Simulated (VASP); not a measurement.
The system is Be.

```
Be
1.0
     2.15233    0.00000    0.00000
    -1.07616    1.86397    0.00000
     0.00000    0.00000    2.01108
Be
1
Cartesian
  0.0000 0.0000 0.0000
```

| Property | Result |
| --- | --- |
| Program | VASP 6.6.1 |
| Task | relaxation of cell and atoms |
| Functional | PBE |
| Potentials or basis | VASP PAW PBE potentials, release 64 (Be) |
| Cutoff | 600 eV |
| k mesh | 9 × 9 × 8 |
| Occupations | gaussian, width 0.1 eV |
| Spin | no spin polarisation |

At the start: pressure 13.5 GPa; volume 8.07 Å³/atom.

Q: How do energy, volume and symmetry change on relaxing?

A: Over 7 steps the energy falls by 242.7 meV/atom and the volume is 9.87 Å³/atom (+22.3 %); space group P6/mmm (No. 191, to 0.05 Å).

Step by step:
```csv
step,energy change (eV),largest force (eV/Å),pressure (GPa),volume (Å³)
1,0.0000,0.0000,13.46,8.07
2,-0.1778,0.0000,6.07,8.84
3,-0.2361,0.0000,3.94,9.39
4,-0.2386,0.0000,3.61,9.59
5,-0.2387,0.0000,3.61,9.56
6,-0.2424,0.0000,-0.83,9.96
7,-0.2427,0.0000,0.13,9.87
```

Final structure:
```cif
data_structure
_symmetry_space_group_name_H-M 'P 1'
_symmetry_Int_Tables_number 1
_cell_length_a 2.1409
_cell_length_b 2.1409
_cell_length_c 2.4861
_cell_angle_alpha 90.000
_cell_angle_beta 90.000
_cell_angle_gamma 120.000
_cell_volume 9.87
loop_
_atom_site_label
_atom_site_type_symbol
_atom_site_fract_x
_atom_site_fract_y
_atom_site_fract_z
_atom_site_occupancy
Be1 Be 0.00000 0.00000 0.00000 1
```

Caveat: the k points lie up to 0.38 Å⁻¹ apart in the final cell; the volume moved by over 15 % at a fixed basis, so the end points are rough.
